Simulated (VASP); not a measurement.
# TiN (Osbornite) (Fm-3m) in VASP: a series of runs

The runs below take TiN (Osbornite) through single point, with PBE.

Program: VASP 6.6.1. These are calculated values, not measurements. Logs are shortened: lines on timing, memory, paths and dates and some standing lists are left out, and cuts for length are marked.

**1. The cell of the first run**

The structure is cubic, space group Fm-3m (No. 225). The conventional cell has a = 4.238 Å, b = 4.238 Å, c = 4.238 Å, α = 90.00°, β = 90.00°, γ = 90.00°. Ti (site symmetry m-3m) has 6 N at 2.12 Å within 2.8 Å. Within 2.8 Å of N (site symmetry m-3m) lie 6 Ti at 2.12 Å.

**2. Single point, PBE**

Contents of INCAR:

```
SYSTEM = TiN
ALGO     = Normal         ! electronic algorithm
EDIFF    = 1E-6           ! SCF threshold, eV
ENCUT    = 520            ! plane-wave cutoff, eV
GGA      = PE             ! functional
ISIF     = 2              ! what is computed and relaxed
ISMEAR   = 0              ! smearing method
LASPH    = .True.         ! aspherical terms in the spheres
LCHARG   = .False.        ! write CHGCAR
LREAL    = .False.        ! projectors in reciprocal space
LWAVE    = .False.        ! write WAVECAR
NBANDS   = 16             ! bands
NELM     = 80             ! most SCF steps
PREC     = Accurate       ! precision mode
SIGMA    = 0.1            ! smearing width, eV
```

Contents of KPOINTS:

```
k-points
0
Gamma
  8 8 8
  0 0 0
```

Contents of POSCAR:

```
TiN
1.0
    0.0000000000      2.1190000000      2.1190000000
    2.1190000000      0.0000000000      2.1190000000
    2.1190000000      2.1190000000      0.0000000000
Ti N
1 1
Direct
    0.0000000000      0.0000000000      0.0000000000
    0.5000000000      0.5000000000      0.5000000000
```

Potentials or basis: VASP PAW PBE potentials, release 64 (Ti_sv, N).

Command:

```console
> cat potpaw_PBE.64/Ti_sv/POTCAR potpaw_PBE.64/N/POTCAR > POTCAR
> mpirun -np 1 vasp_std > vasp.out
```

OUTCAR:

```text
SYSTEM = TiN
   EDIFF = 1E-6
   ENCUT = 520
   GGA = PE
   ISIF = 2
   ISMEAR = 0
   LASPH = .True.
   LREAL = .False.
   NELM = 80
   PREC = Accurate

 ion  position               nearest neighbor table
   1  0.000  0.000  0.000-   2 2.12   2 2.12   2 2.12   2 2.12   2 2.12   2 2.12
   2  0.500  0.500  0.500-   1 2.12   1 2.12   1 2.12   1 2.12   1 2.12   1 2.12

  LATTYP: Found a face centered cubic cell.
 ALAT       =     4.2380000000

  Lattice vectors:

 A1 = (   0.0000000000,   2.1190000000,   2.1190000000)
 A2 = (   2.1190000000,   0.0000000000,   2.1190000000)
 A3 = (   2.1190000000,   2.1190000000,   0.0000000000)

Analysis of symmetry for initial positions (statically):
=====================================================================
 Subroutine PRICEL returns:
 Original cell was already a primitive cell.

 Routine SETGRP: Setting up the symmetry group for a
 face centered cubic supercell.

 Subroutine GETGRP returns: Found 48 space group operations
 (whereof 48 operations were pure point group operations)
 out of a pool of 48 trial point group operations.

The static configuration has the point symmetry O_h .

Analysis of symmetry for dynamics (positions and initial velocities):
=====================================================================
 Subroutine PRICEL returns:
 Original cell was already a primitive cell.

 Routine SETGRP: Setting up the symmetry group for a
 face centered cubic supercell.

 Subroutine GETGRP returns: Found 48 space group operations
 (whereof 48 operations were pure point group operations)
 out of a pool of 48 trial point group operations.

The dynamic configuration has the point symmetry O_h .

 Subroutine INISYM returns: Found 48 space group operations
 (whereof 48 operations are pure point group operations),
 and found     1 'primitive' translations

----------------------------------------------------------------------------------------

                                     Primitive cell

  volume of cell :      19.0293

  direct lattice vectors                    reciprocal lattice vectors
     0.000000000  2.119000000  2.119000000    -0.235960359  0.235960359  0.235960359
     2.119000000  0.000000000  2.119000000     0.235960359 -0.235960359  0.235960359
     2.119000000  2.119000000  0.000000000     0.235960359  0.235960359 -0.235960359

  length of vectors
     2.996718539  2.996718539  2.996718539     0.408695330  0.408695330  0.408695330

  position of ions in fractional coordinates (direct lattice)
     0.000000000  0.000000000  0.000000000
     0.500000000  0.500000000  0.500000000

  ion indices of the primitive-cell ions
   primitive index   ion index
                 1           1
                 2           2

----------------------------------------------------------------------------------------

 KPOINTS: k-points

Automatic generation of k-mesh.
 Grid dimensions read from file:
 generate k-points for:    8    8    8

 Generating k-lattice:

  Cartesian coordinates                     Fractional coordinates (reciprocal lattice)
    -0.029495045  0.029495045  0.029495045     0.125000000  0.000000000  0.000000000
     0.029495045 -0.029495045  0.029495045     0.000000000  0.125000000  0.000000000
     0.029495045  0.029495045 -0.029495045     0.000000000  0.000000000  0.125000000

  Length of vectors
     0.051086916  0.051086916  0.051086916

  Shift w.r.t. Gamma in fractional coordinates (k-lattice)
     0.000000000  0.000000000  0.000000000

 Subroutine IBZKPT returns following result:
 ===========================================

 Found     29 irreducible k-points:

 Following reciprocal coordinates:
            Coordinates               Weight
  0.000000  0.000000  0.000000      1.000000
  0.125000  0.000000  0.000000      8.000000
  0.250000  0.000000  0.000000      8.000000
  0.375000  0.000000  0.000000      8.000000
  0.500000  0.000000  0.000000      4.000000
  0.125000  0.125000  0.000000      6.000000
[... 16 lines left out ...]
  0.500000  0.250000  0.125000     48.000000
 -0.375000  0.250000  0.125000     24.000000
 [... further k-points ...]
   k-points           NKPTS =     29   k-points in BZ     NKDIM =     29   number of bands    NBANDS=     16
   number of dos      NEDOS =    301   number of ions     NIONS =      2
   total plane-waves  NPLWV =  13824
   dimension x,y,z NGX =    24 NGY =   24 NGZ =   24
   dimension x,y,z NGXF=    48 NGYF=   48 NGZF=   48
   ions per type =               1   1
   NGX,Y,Z   is equivalent  to a cutoff of  13.31, 13.31, 13.31 a.u.
   NGXF,Y,Z  is equivalent  to a cutoff of  26.63, 26.63, 26.63 a.u.
 SYSTEM =  TiN
   PREC   = accura    normal or accurate (medium, high low for compatibility)
   ISTART =      0    job   : 0-new  1-cont  2-samecut
   ICHARG =      2    charge: 1-file 2-atom 10-const
   ISPIN  =      1    spin polarized calculation?
   LNONCOLLINEAR =      F non collinear calculations
   LSORBIT =      F    spin-orbit coupling
   LASPH  =      T    aspherical Exc in radial PAW
   ENCUT  =  520.0 eV  38.22 Ry    6.18 a.u.   5.57  5.57  5.57*2*pi/ulx,y,z
   NELM   =     80;   NELMIN=  2; NELMDL= -5     # of ELM steps
   EDIFF  = 0.1E-05   stopping-criterion for ELM
   LREAL  =      F    real-space projection
   EDIFFG = 0.1E-04   stopping-criterion for IOM
   NSW    =      0    number of steps for IOM
   IBRION =     -1    ionic relax: 0-MD 1-quasi-New 2-CG
   NFREE  =      0    steps in history (QN), initial steepest desc. (CG)
   ISIF   =      2    stress and relaxation
   ISYM   =      2    0-nonsym 1-usesym 2-fastsym
   POTIM  = 0.5000    time-step for ionic-motion
   TEBEG  =    0.0;   TEEND  =   0.0 temperature during run
   PSTRESS=    0.0 pullay stress
   NELECT =      17.0000    total number of electrons
   NUPDOWN=      -1.0000    fix difference up-down
   EMIN   =  10.00;   EMAX   =-10.00  energy-range for DOS
   EFERMI =   0.00;   METHOD = LEGACY
   ISMEAR =     0;   SIGMA  =   0.10  broadening in eV -4-tet -1-fermi 0-gaus
   EFERMI_NEDOS =   21; number of points for ismear=-14 and -15
   IALGO  =     38    algorithm
   IMIX   =      4    mixing-type and parameters
     AMIX     =   0.40;   BMIX     =  1.00
     AMIX_MAG =   1.60;   BMIX_MAG =  1.00
  volume/ion in A,a.u.               =       9.51        64.21
  Fermi-wavevector in a.u.,A,eV,Ry     =   1.576704  2.979539 33.824024  2.485996
  Thomas-Fermi vector in A             =   2.677497
   LORBIT       =      0    0 simple, 1 ext, 2 COOP (PROOUT), +10 PAW based schemes
   GGA     = PE    functional components
   LHFCALC =     F    Hartree Fock is set to
   AEXX    =    0.0000 exact exchange contribution
   IVDW    =     0    specifies the selected vdW correction
   LEPSILON=     F    determine dielectric tensor
   LRPA    =     F    only Hartree local field effects (RPA)
 non-spin polarized calculation
 Gauss-broadening in eV      SIGMA  =   0.10
  energy-cutoff  :      520.00
  volume of cell :       19.03
 maximum number of plane-waves:       531
 NGX is ok and might be reduce to    24
   NGX = 11   NGY = 11   NGZ = 11

 number of electron      17.0000002 magnetization

 Free energy of the ion-electron system (eV)
  ---------------------------------------------------
  ext. energy  EPLUGINS =         0.00000000
  ---------------------------------------------------
  free energy    TOTEN  =       -19.62663584 eV

  energy without entropy =      -19.61806330  energy(sigma->0) =      -19.62234957

 E-fermi :  11.5035     XC(G=0): -13.0341

 val. band max:       11.5032973352   @ k =   0.3750   0.1250   0.0000
 cond. band min:      11.5246888102   @ k =  -0.3750   0.3750   0.1250
 fundamental gap:      0.0213914749
 Fermi energy:        11.5034716480

 k-point     1 :       0.0000    0.0000    0.0000
  band No.  band energies     occupation
      1     -46.3710      2.00000
      2     -22.3492      2.00000
      3     -22.3492      2.00000
      4     -22.3492      2.00000
      5      -5.6388      2.00000
      6       9.4305      2.00000
[... 8 lines left out ...]
     15      24.6671      0.00000
     16      31.2665      0.00000

 k-point     2 :       0.1250    0.0000    0.0000
  band No.  band energies     occupation
      1     -46.3568      2.00000
      2     -22.4488      2.00000
      3     -22.3575      2.00000
      4     -22.3575      2.00000
      5      -5.3400      2.00000
      6       8.0595      2.00000
[... 8 lines left out ...]
     15      24.7964      0.00000
     16      30.7973      0.00000

 k-point     3 :       0.2500    0.0000    0.0000
  band No.  band energies     occupation
      1     -46.3222      2.00000
      2     -22.6825      2.00000
      3     -22.3775      2.00000
      4     -22.3775      2.00000
      5      -4.5579      2.00000
      6       5.9271      2.00000
[... 8 lines left out ...]
     15      24.4105      0.00000
     16      29.0561      0.00000

 k-point     4 :       0.3750    0.0000    0.0000
  band No.  band energies     occupation
      1     -46.2874      2.00000
      2     -22.9078      2.00000
      3     -22.3973      2.00000
      4     -22.3973      2.00000
      5      -3.6328      2.00000
      6       4.1366      2.00000
[... 8 lines left out ...]
     15      24.6877      0.00000
     16      26.9751      0.00000
[... 324 lines left out ...]
 k-point    22 :       0.3750    0.2500    0.1250
  band No.  band energies     occupation
      1     -46.2966      2.00000
      2     -22.7248      2.00000
      3     -22.4925      2.00000
      4     -22.4104      2.00000
      5      -4.2177      2.00000
      6       5.1412      2.00000
[... 8 lines left out ...]
     15      24.4674      0.00000
     16      26.6568      0.00000

 k-point    23 :       0.5000    0.2500    0.1250
  band No.  band energies     occupation
      1     -46.2688      2.00000
      2     -22.8420      2.00000
      3     -22.5509      2.00000
      4     -22.4410      2.00000
      5      -3.6998      2.00000
      6       4.5746      2.00000
[... 8 lines left out ...]
     15      24.0824      0.00000
     16      25.5238      0.00000

 k-point    24 :      -0.3750    0.2500    0.1250
  band No.  band energies     occupation
      1     -46.2572      2.00000
      2     -22.8927      2.00000
      3     -22.5660      2.00000
      4     -22.4599      2.00000
      5      -3.4740      2.00000
      6       4.3435      2.00000
[... 8 lines left out ...]
     15      24.3076      0.00000
     16      25.2444      0.00000

 [... further k-points ...]

------------------------ aborting loop because EDIFF is reached ----------------------------------------

  FORCE on cell =-STRESS in cart. coord.  units (eV):
  Direction    XX          YY          ZZ          XY          YZ          ZX
  --------------------------------------------------------------------------------------
  -------------------------------------------------------------------------------------
  Total        0.2856945      0.2856945      0.2856945     -0.0000000      0.0000000      0.0000000
  in kB       24.0541282     24.0541282     24.0541282     -0.0000000      0.0000000      0.0000000
  external PRESSURE =      24.0541282 kB  Pullay stress =       0.0000000 kB

 VOLUME and BASIS-vectors are now :
 -----------------------------------------------------------------------------
  energy-cutoff  :      520.00
  volume of cell :       19.03
      direct lattice vectors                 reciprocal lattice vectors
     0.000000000  2.119000000  2.119000000    -0.235960359  0.235960359  0.235960359
     2.119000000  0.000000000  2.119000000     0.235960359 -0.235960359  0.235960359
     2.119000000  2.119000000  0.000000000     0.235960359  0.235960359 -0.235960359

 POSITION                                       TOTAL-FORCE (eV/Angst)
 -----------------------------------------------------------------------------------
      0.00000      0.00000      0.00000        -0.000000     -0.000000      0.000000
      2.11900      2.11900      2.11900         0.000000      0.000000     -0.000000
 -----------------------------------------------------------------------------------
    total drift:                                0.000000     -0.000000     -0.000000

  FREE ENERGIE OF THE ION-ELECTRON SYSTEM (eV)
  ---------------------------------------------------
  free  energy   TOTEN  =       -19.6266358403 eV

  energy  without entropy=      -19.6180632967  energy(sigma->0) =      -19.62234957
```

Wall time 4.5 s (1 thread of Intel Xeon 6975P-C (Granite Rapids), shared host); peak memory 0.13 GiB.

What came out:

```
Free energy : -19.6266 eV
Pressure    : 2.4 GPa
```

**3. Single point, PBE**

This run uses another cell than the first one, of 9.57 Å³/atom, 1.006 times its volume.

Contents of INCAR:

```
ALGO = Normal
EDIFF = 1E-7
ENCUT = 520
GGA = PE
ISIF = 2
ISMEAR = 0
LASPH = True
LCHARG = False
LREAL = False
LWAVE = False
NBANDS = 16
NELM = 60
PREC = Accurate
SIGMA = 0.1
```

Contents of KPOINTS:

```
k-points
0
Gamma
  18 18 18
```

Contents of POSCAR:

```
TiN
1.0
    0.0000000000      2.1233653580      2.1233653580
    2.1233653580      0.0000000000      2.1233653580
    2.1233653580      2.1233653580      0.0000000000
Ti N
1 1
Direct
    0.0000000000      0.0000000000      0.0000000000
    0.5000000000      0.5000000000      0.5000000000
```

Potentials or basis: VASP PAW PBE potentials, release 64 (Ti_sv, N).

Command:

```console
> cat potpaw_PBE.64/Ti_sv/POTCAR potpaw_PBE.64/N/POTCAR > POTCAR
> mpirun -np 1 vasp_std > vasp.out
```

Wall time 22 s (1 thread of Intel Xeon 6975P-C (Granite Rapids), shared host); peak memory 0.18 GiB.

The run converged. Its results:

- Free energy: -19.6385 eV
- Pressure: 0.5 GPa

Levels at points of the mesh, in eV from the Fermi level:
```tsv
k point	band 5	band 6	band 7	band 8	band 9	band 10	band 11	band 12	band 13	band 14
(0.00, 0.00, 0.00)	-17.08	-2.04	-2.04	-2.04	-0.61	-0.61	-0.61	0.57	0.57	5.37
(0.50, 0.00, 0.00)	-14.64	-8.06	-5.46	-5.46	1.67	1.67	2.34	5.70	5.70	6.05
(0.50, 0.50, 0.00)	-15.67	-5.83	-3.23	-3.23	-3.05	1.63	2.37	2.37	3.57	10.57
```

**4. Single point, PBE**

This run uses another cell than the first one, of 9.57 Å³/atom, 1.006 times its volume.

INCAR is that of step 3.

KPOINTS is that of step 3.

Contents of POSCAR:

```
TiN
1.0
    0.0000000000      2.1233653586      2.1233653586
    2.1233653586      0.0000000000      2.1233653586
    2.1233653586      2.1233653586      0.0000000000
Ti N
1 1
Direct
    0.0000000000      0.0000000000      0.0000000000
    0.5000000000      0.5000000000      0.5000000000
```

Command:

```console
> cat potpaw_PBE.64/Ti_sv/POTCAR potpaw_PBE.64/N/POTCAR > POTCAR
> mpirun -np 1 vasp_std > vasp.out
```

Run time: 22 s. Hardware: 1 thread of Intel Xeon 6975P-C (Granite Rapids), shared host; peak memory 0.18 GiB.

The run converged. Its results:

```
Free energy : -19.6385 eV
Pressure    : 0.5 GPa
```

Levels at points of the mesh, in eV from the Fermi level:
| k point | band 5 | band 6 | band 7 | band 8 | band 9 | band 10 | band 11 | band 12 | band 13 | band 14 |
| --- | --- | --- | --- | --- | --- | --- | --- | --- | --- | --- |
| (0.00, 0.00, 0.00) | -17.08 | -2.04 | -2.04 | -2.04 | -0.61 | -0.61 | -0.61 | 0.57 | 0.57 | 5.37 |
| (0.50, 0.00, 0.00) | -14.64 | -8.06 | -5.46 | -5.46 | 1.67 | 1.67 | 2.34 | 5.70 | 5.70 | 6.05 |
| (0.50, 0.50, 0.00) | -15.67 | -5.83 | -3.23 | -3.23 | -3.05 | 1.63 | 2.37 | 2.37 | 3.57 | 10.57 |
